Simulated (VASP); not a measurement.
# Al2O3: single point with LDA

The system is Al2O3.

```
CELL_PARAMETERS angstrom
3.25888 0.00000 0.00000
-1.62944 2.82227 0.00000
0.00000 0.00000 7.27165
ATOMIC_POSITIONS crystal
Al 0.00000 0.00000 0.27795
Al 0.00000 0.00000 0.72205
O 0.33333 0.66667 0.19945
O 0.66667 0.33333 0.80055
O 0.00000 0.00000 0.50000
```

This cell differs from its parent crystal: strain +0.080 along x and y, -0.040 along z.

```yaml
Program: VASP 6.6.1
Task: single point
Functional: LDA
Potentials_or_basis: VASP PAW LDA potentials, release 64 (Al, O)
Cutoff: 520 eV
k_mesh: 12 × 12 × 4
Occupations: gaussian, width 0.05 eV
Spin: no spin polarisation
```

| Item | Value |
| --- | --- |
| Pressure | -15.4 GPa |
| Largest force | 2.907 eV/Å |
| Band gap on the k mesh | 2.48 eV, direct |

Forces on the atoms (eV/Å):
```
Al   0.000  0.000 -2.907
Al   0.000  0.000  2.907
O    0.000  0.000  0.903
O    0.000  0.000 -0.903
O    0.000  0.000  0.000
```

Stress tensor (GPa, compression positive):
```
-29.24   0.00   0.00
  0.00 -29.24   0.00
  0.00   0.00  12.25
```

Levels at points of the mesh, in eV from the valence-band top:
```tsv
k point	band 8	band 9	band 10	band 11	band 12	band 13	band 14	band 15	band 16	band 17
(0.00, 0.00, 0.00)	-1.96	-1.96	-0.58	0.00	0.00	2.48	4.41	7.83	11.37	11.37
(0.50, 0.00, 0.00)	-2.43	-2.41	-1.07	-0.29	-0.24	5.30	6.77	8.00	9.41	9.57
(0.00, 0.00, 0.50)	-1.92	-1.63	-1.40	0.00	0.00	3.32	3.66	8.42	9.55	11.23
(0.50, 0.00, 0.50)	-2.52	-2.28	-1.32	-0.23	-0.15	5.89	5.97	8.30	8.65	10.40
```

Wall time 36 s on 1 thread of Intel(R) Xeon(R) 6975P-C (Granite Rapids), with other jobs on the host, peak memory 0.19 GiB.

Caveat: the cell differs from its parent crystal (strain +0.080 along x and y, -0.040 along z); forces of over 1 eV/Å act on the atoms, so gaps and moduli don't describe the material at rest. A k mesh can miss the band edges.
